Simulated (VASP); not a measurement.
# Si (Fmm2) in VASP: single point with PBE

Aim: the single point of Si with PBE.

Program: VASP 6.6.1. These are calculated values, not measurements. Logs are shortened: lines on timing, memory, paths and dates and some standing lists are left out, and cuts for length are marked.

### Step 1. The cell of the first run

The structure is orthorhombic, space group Fmm2 (No. 42). Conventional cell: a = 3.851 Å, b = 25.459 Å, c = 6.670 Å, α = 90.00°, β = 90.00°, γ = 90.00°. Within 3.1 Å of Si (site symmetry m) lie 5 Si at 2.36 to 3.06 Å. Si (site symmetry m) has 4 Si at 2.36 to 2.38 Å within 3.1 Å. Si (site symmetry m) has 4 Si at 2.36 to 2.38 Å within 3.1 Å. Within 3.1 Å of Si (site symmetry m) lie 4 Si at 2.36 to 2.38 Å.

### Step 2. Single point, PBE

Contents of INCAR:

```
SYSTEM = Si
PREC     = Accurate       ! precision mode
ENCUT    = 520            ! plane-wave cutoff, eV
EDIFF    = 1E-7           ! SCF threshold, eV
ISMEAR   = 0              ! smearing method
SIGMA    = 0.05           ! smearing width, eV
LREAL    = .False.        ! projectors in reciprocal space
LASPH    = .True.         ! aspherical terms in the spheres
NELM     = 80             ! most SCF steps
ALGO     = Normal         ! electronic algorithm
ISIF     = 2              ! what is computed and relaxed
LWAVE    = .False.        ! write WAVECAR
LCHARG   = .False.        ! write CHGCAR
GGA      = PE             ! functional
NBANDS   = 26             ! bands
ISYM     = 0
```

Contents of KPOINTS:

```
regular mesh
0
Gamma
  10 10 3
  0 0 0
```

Contents of POSCAR:

```
Si
1.0
   -3.8510822046      0.0000000000      0.0000000000
   -1.9255411023     -3.3351350213      0.0000000000
   -0.9627705512     -1.6675675106     12.7293621948
Si
8
Direct
    0.3333333333     -0.1198996849      0.9064660365
    0.3333333333      0.1301003151      0.4064660365
    0.6666666667      0.5884336484      0.1564660365
    0.6666666667      0.3384336484      0.6564660365
    0.3333333333      0.2865663516      0.0935339635
    0.3333333333      0.0365663516      0.5935339635
    0.6666666667      0.4948996849      0.3435339635
    0.6666666667      0.2448996849      0.8435339635
```

Potentials or basis: VASP PAW PBE potentials, release 64 (Si).

Command:

```console
$ cat potpaw_PBE.64/Si/POTCAR > POTCAR
$ mpirun -np 1 vasp_std > vasp.out
```

OUTCAR:

```text
SYSTEM = Si
   PREC = Accurate
   ENCUT = 520
   EDIFF = 1E-7
   ISMEAR = 0
   LREAL = .False.
   LASPH = .True.
   NELM = 80
   ISIF = 2
   GGA = PE
   ISYM = 0

 ion  position               nearest neighbor table
   1  0.333  0.880  0.906-   8 2.36   8 2.36   8 2.36   5 3.06   5 3.06
   2  0.333  0.130  0.406-   7 2.36   7 2.36   7 2.36   6 2.38
   3  0.667  0.588  0.156-   5 2.36   5 2.36   5 2.36   7 2.38
   4  0.667  0.338  0.656-   6 2.36   6 2.36   6 2.36   8 2.38
   5  0.333  0.287  0.094-   3 2.36   3 2.36   3 2.36   1 3.06   1 3.06
   6  0.333  0.037  0.594-   4 2.36   4 2.36   4 2.36   2 2.38
   7  0.667  0.495  0.344-   2 2.36   2 2.36   2 2.36   3 2.38
   8  0.667  0.245  0.844-   1 2.36   1 2.36   1 2.36   4 2.38

IMPORTANT INFORMATION: All symmetrisations will be switched off!
NOSYMM: (Re-)initialisation of all symmetry stuff for point group C_1.

----------------------------------------------------------------------------------------

                                     Primitive cell

  volume of cell :     163.4944

  direct lattice vectors                    reciprocal lattice vectors
    -3.851082205  0.000000000  0.000000000    -0.259667269  0.149918968 -0.000000000
    -1.925541102 -3.335135021  0.000000000     0.000000000 -0.299837936 -0.039279266
    -0.962770551 -1.667567511 12.729362195     0.000000000  0.000000000  0.078558531

  length of vectors
     3.851082205  3.851082205 12.874174553     0.299837936  0.302399815  0.078558531

  position of ions in fractional coordinates (direct lattice)
     0.333333333  0.880100315  0.906466036
     0.333333333  0.130100315  0.406466036
     0.666666667  0.588433648  0.156466036
     0.666666667  0.338433648  0.656466036
     0.333333333  0.286566352  0.093533964
     0.333333333  0.036566352  0.593533964
     0.666666667  0.494899685  0.343533964
     0.666666667  0.244899685  0.843533964

  ion indices of the primitive-cell ions
   primitive index   ion index
                 1           1
                 2           2
                 3           3
                 4           4
                 5           5
                 6           6
                 7           7
                 8           8

----------------------------------------------------------------------------------------

 KPOINTS: regular mesh

Automatic generation of k-mesh.
 Grid dimensions read from file:
 generate k-points for:   10   10    3

 Generating k-lattice:

  Cartesian coordinates                     Fractional coordinates (reciprocal lattice)
    -0.025966727  0.014991897 -0.000000000     0.100000000  0.000000000  0.000000000
     0.000000000 -0.029983794 -0.003927927     0.000000000  0.100000000  0.000000000
     0.000000000  0.000000000  0.026186177     0.000000000  0.000000000  0.333333333

  Length of vectors
     0.029983794  0.030239982  0.026186177

  Shift w.r.t. Gamma in fractional coordinates (k-lattice)
     0.000000000  0.000000000  0.000000000

 -----------------------------------------------------------------------------
|                                                                             |
|           W    W    AA    RRRRR   N    N  II  N    N   GGGG   !!!           |
|           W    W   A  A   R    R  NN   N  II  NN   N  G    G  !!!           |
|           W    W  A    A  R    R  N N  N  II  N N  N  G       !!!           |
|           W WW W  AAAAAA  RRRRR   N  N N  II  N  N N  G  GGG   !            |
|           WW  WW  A    A  R   R   N   NN  II  N   NN  G    G                |
|           W    W  A    A  R    R  N    N  II  N    N   GGGG   !!!           |
|                                                                             |
|     Your reciprocal lattice and k-lattice belong to different lattice       |
|     classes:                                                                |
|                                                                             |
|        The reciprocal lattice is body-centered orthorhombic,                |
|        whereas your k-lattice is base-centered monoclinic.                  |
|                                                                             |
|     Results are often still useful ...                                      |
|                                                                             |
 -----------------------------------------------------------------------------

 WARNING: IBZKPT: internal override: KBLOWUP is changed to .FALSE.
      ... skipping the blow-up phase ...

 Subroutine IBZKPT returns following result:
 ===========================================

 Found    152 irreducible k-points:

 Following reciprocal coordinates:
            Coordinates               Weight
  0.000000  0.000000  0.000000      1.000000
  0.100000  0.000000 -0.000000      2.000000
  0.200000  0.000000 -0.000000      2.000000
  0.300000 -0.000000 -0.000000      2.000000
  0.400000 -0.000000 -0.000000      2.000000
  0.500000  0.000000 -0.000000      1.000000
[... 16 lines left out ...]
 -0.400000  0.200000  0.000000      2.000000
 -0.300000  0.200000  0.000000      2.000000
 [... further k-points ...]
   k-points           NKPTS =    152   k-points in BZ     NKDIM =    152   number of bands    NBANDS=     26
   number of dos      NEDOS =    301   number of ions     NIONS =      8
   total plane-waves  NPLWV =  86400
   dimension x,y,z NGX =    30 NGY =   30 NGZ =   96
   dimension x,y,z NGXF=    60 NGYF=   60 NGZF=  192
   ions per type =               8
   NGX,Y,Z   is equivalent  to a cutoff of  12.95, 12.95, 12.40 a.u.
   NGXF,Y,Z  is equivalent  to a cutoff of  25.90, 25.90, 24.79 a.u.
 SYSTEM =  Si
   PREC   = accura    normal or accurate (medium, high low for compatibility)
   ISTART =      0    job   : 0-new  1-cont  2-samecut
   ICHARG =      2    charge: 1-file 2-atom 10-const
   ISPIN  =      1    spin polarized calculation?
   LNONCOLLINEAR =      F non collinear calculations
   LSORBIT =      F    spin-orbit coupling
   LASPH  =      T    aspherical Exc in radial PAW
   ENCUT  =  520.0 eV  38.22 Ry    6.18 a.u.   7.16  7.16 23.94*2*pi/ulx,y,z
   NELM   =     80;   NELMIN=  2; NELMDL= -5     # of ELM steps
   EDIFF  = 0.1E-06   stopping-criterion for ELM
   LREAL  =      F    real-space projection
   EDIFFG = 0.1E-05   stopping-criterion for IOM
   NSW    =      0    number of steps for IOM
   IBRION =     -1    ionic relax: 0-MD 1-quasi-New 2-CG
   NFREE  =      0    steps in history (QN), initial steepest desc. (CG)
   ISIF   =      2    stress and relaxation
   ISYM   =      0    0-nonsym 1-usesym 2-fastsym
   POTIM  = 0.5000    time-step for ionic-motion
   TEBEG  =    0.0;   TEEND  =   0.0 temperature during run
   PSTRESS=    0.0 pullay stress
   NELECT =      32.0000    total number of electrons
   NUPDOWN=      -1.0000    fix difference up-down
   EMIN   =  10.00;   EMAX   =-10.00  energy-range for DOS
   EFERMI =   0.00;   METHOD = LEGACY
   ISMEAR =     0;   SIGMA  =   0.05  broadening in eV -4-tet -1-fermi 0-gaus
   EFERMI_NEDOS =   21; number of points for ismear=-14 and -15
   IALGO  =     38    algorithm
   IMIX   =      4    mixing-type and parameters
     AMIX     =   0.40;   BMIX     =  1.00
     AMIX_MAG =   1.60;   BMIX_MAG =  1.00
  volume/ion in A,a.u.               =      20.44       137.91
  Fermi-wavevector in a.u.,A,eV,Ry     =   0.950511  1.796206 12.292475  0.903471
  Thomas-Fermi vector in A             =   2.078895
   LORBIT       =      0    0 simple, 1 ext, 2 COOP (PROOUT), +10 PAW based schemes
   GGA     = PE    functional components
   LHFCALC =     F    Hartree Fock is set to
   AEXX    =    0.0000 exact exchange contribution
   IVDW    =     0    specifies the selected vdW correction
   LEPSILON=     F    determine dielectric tensor
   LRPA    =     F    only Hartree local field effects (RPA)
 non-spin polarized calculation
 Gauss-broadening in eV      SIGMA  =   0.05
  energy-cutoff  :      520.00
  volume of cell :      163.49
 maximum number of plane-waves:      4432
 NGX is ok and might be reduce to    30
   NGX = 15   NGY = 15   NGZ = 47

 number of electron      32.0000001 magnetization

 Free energy of the ion-electron system (eV)
  ---------------------------------------------------
  ext. energy  EPLUGINS =         0.00000000
  ---------------------------------------------------
  free energy    TOTEN  =       -41.92129382 eV

  energy without entropy =      -41.91760790  energy(sigma->0) =      -41.91945086

 E-fermi :   5.5548     XC(G=0):  -9.3815

 val. band max:        5.5507423446   @ k =   0.2000   0.5000   0.0000
 cond. band min:       5.5584443186   @ k =   0.5000   0.5000   0.0000
 fundamental gap:      0.0077019740
 Fermi energy:         5.5547584817

 k-point     1 :       0.0000    0.0000    0.0000
  band No.  band energies     occupation
      1      -6.1922      2.00000
      2      -5.4620      2.00000
      3      -5.3880      2.00000
      4      -4.0093      2.00000
      5      -1.0969      2.00000
      6       1.6127      2.00000
[... 18 lines left out ...]
     25       8.8745      0.00000
     26       9.3138      0.00000

 k-point     2 :       0.1000    0.0000   -0.0000
  band No.  band energies     occupation
      1      -6.0768      2.00000
      2      -5.3482      2.00000
      3      -5.2726      2.00000
      4      -3.8923      2.00000
      5      -1.0338      2.00000
      6       1.6054      2.00000
[... 18 lines left out ...]
     25       9.0122      0.00000
     26       9.2164      0.00000

 k-point     3 :       0.2000    0.0000   -0.0000
  band No.  band energies     occupation
      1      -5.7353      2.00000
      2      -5.0119      2.00000
      3      -4.9314      2.00000
      4      -3.5453      2.00000
      5      -0.9104      2.00000
      6       1.3222      2.00000
[... 18 lines left out ...]
     25       9.5524      0.00000
     26      10.0813      0.00000

 k-point     4 :       0.3000   -0.0000   -0.0000
  band No.  band energies     occupation
      1      -5.1868      2.00000
      2      -4.4746      2.00000
      3      -4.3859      2.00000
      4      -2.9835      2.00000
      5      -1.0617      2.00000
      6       0.3301      2.00000
[... 18 lines left out ...]
     25       9.7399      0.00000
     26       9.7524      0.00000
[... 496 lines left out ...]
      1      -4.1666      2.00000
      2      -3.6026      2.00000
      3      -3.3045      2.00000
      4      -2.0467      2.00000
      5      -1.7977      2.00000
      6      -1.0380      2.00000
[... 18 lines left out ...]
     25      10.2294      0.00000
     26      10.7357      0.00000

 k-point    23 :      -0.4000    0.2000    0.0000
  band No.  band energies     occupation
      1      -3.6867      2.00000
      2      -3.1770      2.00000
      3      -2.9337      2.00000
      4      -2.3741      2.00000
      5      -1.5490      2.00000
      6      -1.3878      2.00000
[... 18 lines left out ...]
     25      10.3396      0.00000
     26      10.5584      0.00000

 k-point    24 :      -0.3000    0.2000    0.0000
  band No.  band energies     occupation
      1      -4.1666      2.00000
      2      -3.6026      2.00000
      3      -3.3045      2.00000
      4      -2.0467      2.00000
      5      -1.7977      2.00000
      6      -1.0380      2.00000
[... 18 lines left out ...]
     25      10.2294      0.00000
     26      10.7357      0.00000

 [... further k-points ...]

------------------------ aborting loop because EDIFF is reached ----------------------------------------

  FORCE on cell =-STRESS in cart. coord.  units (eV):
  Direction    XX          YY          ZZ          XY          YZ          ZX
  --------------------------------------------------------------------------------------
  -------------------------------------------------------------------------------------
  Total       -0.8469524     -2.3380462      0.5154259     -1.2913236     -0.0400827     -0.0231418
  in kB       -8.2997825    -22.9118852      5.0509601    -12.6544363     -0.3927943     -0.2267798
  external PRESSURE =      -8.7202359 kB  Pullay stress =       0.0000000 kB

 VOLUME and BASIS-vectors are now :
 -----------------------------------------------------------------------------
  energy-cutoff  :      520.00
  volume of cell :      163.49
      direct lattice vectors                 reciprocal lattice vectors
    -3.851082205  0.000000000  0.000000000    -0.259667269  0.149918968 -0.000000000
    -1.925541102 -3.335135021  0.000000000     0.000000000 -0.299837936 -0.039279266
    -0.962770551 -1.667567511 12.729362195     0.000000000  0.000000000  0.078558531

 POSITION                                       TOTAL-FORCE (eV/Angst)
 -----------------------------------------------------------------------------------
     -3.85108     -4.44685     11.53873         0.150650     -0.083570      0.534981
     -1.92554     -1.11171      5.17405         0.010016     -0.001965     -0.033651
     -3.85108     -2.22342      1.99171        -0.049511      0.031573      0.023171
     -3.85108     -2.22342      8.35639        -0.103892      0.066542     -0.165444
     -1.92554     -1.11171      1.19063         0.147699     -0.088682     -0.534981
     -1.92554     -1.11171      7.55531         0.006710     -0.007691      0.033651
     -3.85108     -2.22342      4.37297        -0.109574      0.056702      0.165444
     -3.85108     -2.22342     10.73765        -0.052099      0.027092     -0.023170
 -----------------------------------------------------------------------------------
    total drift:                                0.000006     -0.000003     -0.000000

  FREE ENERGIE OF THE ION-ELECTRON SYSTEM (eV)
  ---------------------------------------------------
  free  energy   TOTEN  =       -41.9212938196 eV

  energy  without entropy=      -41.9176078991  energy(sigma->0) =      -41.91945086
```

Run time: 5.1 min. Hardware: 1 thread of Intel Xeon 6975P-C (Granite Rapids), shared host; peak memory 0.57 GiB.

Results:

- Free energy: -41.9213 eV
- Pressure: -0.9 GPa
- Largest force: 0.562 eV/Å
- Band gap on the k mesh: zero (band 16 reaches 5.97 eV, above the bottom of band 17 at 5.32 eV)

Forces in eV/Å, atoms in the order of the input:
```
Si   0.151 -0.084  0.535
Si   0.010 -0.002 -0.034
Si  -0.050  0.032  0.023
Si  -0.104  0.067 -0.165
Si   0.148 -0.089 -0.535
Si   0.007 -0.008  0.034
Si  -0.110  0.057  0.165
Si  -0.052  0.027 -0.023
```
